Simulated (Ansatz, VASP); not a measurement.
**One calculation of BaTiO3, two programs**

```xyz
5
Lattice="4.0379 0.0000 0.0000 0.0000 2.8742 2.8826 0.0000 -2.8742 2.8826" Properties=species:S:1:pos:R:3 pbc="T T T"
Ba    0.0000    0.0000    0.0000
Ti    2.0190    0.0000    2.9541
O     2.0190    1.3986    4.3155
O     2.0190   -1.3986    4.3155
O     0.0000    0.0000    2.8099
```

Alike in both runs: task single point; functional PBE; k mesh 7 × 7 × 7; occupations fermi-dirac, width 0.05 eV; no spin polarisation.

|  | VASP | Ansatz |
| --- | --- | --- |
| version | VASP 6.6.1 | Ansatz 0.2.0 |
| potentials or method | VASP PAW PBE potentials, release 64 (Ba_sv, Ti_sv, O) | Ansatz PAW soft_1 |
| plane-wave cutoff (eV) | 520 | 420 |
| valence electrons in the cell | 40 | 40 |

Ansatz gave:

- gap on the k mesh at the Fermi level (eV): 1.90
- least direct gap on the mesh (eV): 2.03
- pressure (GPa): -3.8
- traceless stress, the component that is largest in VASP (GPa): -0.34
- rms of the force components (eV/Å): 0.187

**Question.** Which values does VASP return?

**Answer.** gap on the k mesh at the Fermi level (eV): 1.84; least direct gap on the mesh (eV): 2.01; pressure (GPa): -2.3; traceless stress, the component that is largest in VASP (GPa): -0.35; rms of the force components (eV/Å): 0.177.

Atom by atom the forces differ by 0.014 eV/Å (rms over components). The functional is the same, so the differences come from potentials, cutoffs and numerics.

Neither program's run includes spin-orbit coupling. Noted on Ansatz's run: odd divisions of the mesh miss points on the zone boundary, where band edges often lie, so the gap on the mesh can be too wide.
